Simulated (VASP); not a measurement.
The system is GaF.

```
Ga F
1.0
     3.16592    0.00000    0.00000
     0.00000    3.16592    0.00000
     0.00000    0.00000    3.16592
Ga F
1 1
Direct
  0.00000 0.00000 0.00000
  0.50000 0.50000 0.50000
```

Base run:

| Quantity | Value |
| --- | --- |
| Program | VASP 6.6.1 |
| Functional | revPBE |
| Potentials or basis | VASP PAW PBE potentials, release 64 (Ga_d, F) |
| Cutoff | 520 eV |
| k mesh | 5 × 5 × 5 |
| Occupations | fermi-dirac, width 0.05 eV |
| Spin | no spin polarisation |

Its results: band gap on the k mesh 2.34 eV, indirect (least direct gap 2.82 eV); pressure 1.8 GPa.

Q: The run is repeated on the same cell with these changes: functional from revPBE to PBE0. What comes out?

A: Band gap on the k mesh 3.58 eV, indirect (least direct gap 4.45 eV); pressure -0.8 GPa.

PBE0 gives the wider gap, since exact exchange removes part of the self-interaction.

Caveats: the PAW data sets were made with another functional, which shifts forces and pressure a little.

A k mesh can miss the band edges.
